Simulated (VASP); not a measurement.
**Te: single point with PBEsol**

The system is Te.

```xyz
4
Lattice="4.1249 0.0000 0.0000 -2.0624 3.5722 0.0000 0.0000 0.0000 8.7913" Properties=species:S:1:pos:R:3 pbc="T T T"
Te    4.1249    0.0000    0.0000
Te    4.1249    0.0000    4.3957
Te    0.0000    2.3815    2.1978
Te    2.0624    1.1907    6.5935
```

This isn't the form of Te at room conditions, which is trigonal, of chains.

```yaml
Program: VASP 6.6.1
Task: single point
Functional: PBEsol
Potentials_or_basis: VASP PAW PBE potentials, release 64 (Te)
Cutoff: 520 eV
k_mesh: 10 × 10 × 4
Occupations: fermi-dirac, width 0.1 eV
Spin: no spin polarisation
```

The pressure is -3.7 GPa and the band gap on the k mesh is zero (bands 12 and 13 overlap by 1.96 eV).

Stress tensor (GPa, compression positive):
```
-2.96  0.00  0.00
 0.00 -2.96  0.00
 0.00  0.00 -5.26
```

Levels at points of the mesh, in eV from the Fermi level:
```csv
k point,band 10,band 11,band 12,band 13,band 14,band 15
"(0.00, 0.00, 0.00)",-0.71,-0.52,-0.42,-0.42,1.06,1.06
"(0.50, 0.00, 0.00)",-1.90,-1.76,-1.37,-1.32,1.69,2.07
"(0.00, 0.00, 0.50)",-1.44,0.49,0.49,0.49,0.49,1.42
"(0.50, 0.00, 0.50)",-2.72,0.31,0.31,0.67,0.67,0.85
```

Run time: 31 s on 1 thread of Intel(R) Xeon(R) 6975P-C (Granite Rapids), with other jobs on the host, peak memory 0.28 GiB.

Caveat: the cell stands under tension; the PAW data sets were made with another functional, which shifts forces and pressure a little; spin-orbit coupling is left out, which moves the levels of the heavy elements.
